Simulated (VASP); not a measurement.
Set up this calculation in VASP 6.6.1, as the native input.

```yaml
Task: single point
Functional: PBE
Potentials_or_basis: VASP PAW PBE potentials, release 64 (Ga_d, P)
Cutoff: 520 eV
k_mesh: 2 × 2 × 2
Occupations: gaussian, width 0.02 eV
Spin: no spin polarisation
Dipole_correction: no
Further_INCAR_settings: LREAL = Auto; ALGO = Normal; EDIFF = 1e-06; NBANDS = 92
```

The structure of Ga9P8 (a cell with a defect) lies in POSCAR:

```
Ga9P8
1.0
   -5.5051169764      5.5051169764      0.0000000000
   -5.5051169764      0.0000000000      5.5051169764
    0.0000000000      5.5051169764      5.5051169764
Ga P
9 8
Direct
    1.0037322592      1.0036712251      0.5094624714
    0.4855489922      1.0029472623      0.5095315889
    1.0030090230      0.4854886847      0.5095297724
    0.9865603262      0.9864991104      0.0440762660
    0.5189543678      0.5188936969      0.4432682376
    0.4883963432      1.0292569666     -0.0035205428
    1.0293189090      0.4883363989     -0.0035201795
    0.4878385894      0.4877742855     -0.0044890054
    0.7288615332      0.7287990459      0.8168939950
    0.8643139683      0.8642532975      0.4095652299
    0.3746363626      0.8870917768      0.3652816114
    0.8871525384      0.3745752377      0.3652817022
    0.8811345918      0.8810746476      0.8896108877
    0.3741508144      0.3740888720      0.3646476557
    0.3516225919      0.8798389790      0.8894224266
    0.8799021021      0.3515611037      0.8894212459
    0.3916219236      0.3915599812      0.8253405912
```

One way to write it, as run:

INCAR

```
ALGO     = Normal         # electronic algorithm
EDIFF    = 1E-6           # SCF threshold, eV
ENCUT    = 520            # plane-wave cutoff, eV
GGA      = PE             # functional
ISIF     = 2              # what is computed and relaxed
ISMEAR   = 0              # smearing method
LASPH    = True           # aspherical terms in the spheres
LCHARG   = False          # write CHGCAR
LREAL    = Auto         
LWAVE    = False          # write WAVECAR
NBANDS   = 92             # bands
NELM     = 60             # most SCF steps
PREC     = Accurate       # precision mode
SIGMA    = 0.02           # smearing width, eV
```

KPOINTS

```
k-points
0
Gamma
  2 2 2
```

Potentials or basis: VASP PAW PBE potentials, release 64 (Ga_d, P).

Run with:

```sh
$ cat potpaw_PBE.64/Ga_d/POTCAR potpaw_PBE.64/P/POTCAR > POTCAR
$ mpirun -np 1 vasp_std > vasp.out
```

It gave:

```json
{
  "Pressure": "5.7 GPa",
  "Largest force": "0.451 eV/Å",
  "Band gap on the k mesh": "zero (an odd number of electrons rules out a gap without spin polarisation)"
}
```

Caveat: the k points lie up to 0.49 Å⁻¹ apart, too coarse for converged energies and pressures of a metal.

It took 3.1 min on 1 thread of Intel(R) Xeon(R) 6975P-C (Granite Rapids) (shared host), peak memory 0.52 GiB.
